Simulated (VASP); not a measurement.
## LuBRh3: single point with PBE

The system is LuBRh3.

```xyz
5
Lattice="3.9929 0.1482 -0.5179 0.4685 4.1592 -0.4546 -0.8203 0.2041 4.6864" Properties=species:S:1:pos:R:3 pbc="T T T"
Rh    3.1868    0.7681    1.1180
Rh    1.5512    3.1706    0.8143
Rh    0.8917    0.3722    3.8172
B     0.7006    1.8604    2.2352
Lu    2.8387    2.2436    3.4104
```

```yaml
Program: VASP 6.6.1
Task: single point
Functional: PBE
Potentials_or_basis: VASP PAW PBE potentials, release 64 (Rh_pv, B, Lu)
Cutoff: 520 eV
k_mesh: 4 × 4 × 3
Occupations: methfessel-paxton, width 0.15 eV
Spin: no spin polarisation
```

```
Pressure               : 6.5 GPa
Largest force          : 2.186 eV/Å
Band gap on the k mesh : zero (an odd number of electrons rules out a gap without spin polarisation)
```

Forces on the atoms (eV/Å):
```
Rh  -0.654  0.125  0.861
Rh   0.331 -0.945  1.943
Rh  -0.485  0.255 -2.059
B    0.411 -0.683 -1.675
Lu   0.397  1.249  0.930
```

Stress tensor (GPa, compression positive):
```
12.87 -3.68  0.63
-3.68  0.09  1.57
 0.63  1.57  6.47
```

Levels at points of the mesh, in eV from the Fermi level:
```csv
k point,band 33,band 34,band 35,band 36,band 37,band 38,band 39,band 40
"(0.00, 0.00, 0.00)",-0.88,-0.51,-0.39,-0.33,0.21,1.79,1.91,2.77
"(0.50, 0.00, 0.00)",-1.28,-1.23,-1.02,-0.90,-0.24,0.60,1.53,2.40
"(0.00, 0.50, 0.00)",-1.40,-1.04,-0.75,-0.48,-0.32,0.90,1.59,1.64
"(0.50, 0.50, 0.00)",-1.66,-1.19,-0.96,-0.52,-0.01,0.22,1.17,2.77
```

It took 62 s on 1 thread of AMD EPYC 9R45 96-Core Processor (Zen 5), with other jobs on the host, peak memory 0.21 GiB.

Caveat: the k points lie up to 0.46 Å⁻¹ apart, too coarse for converged energies and pressures of a metal; spin-orbit coupling is left out, which moves the levels of the heavy elements.
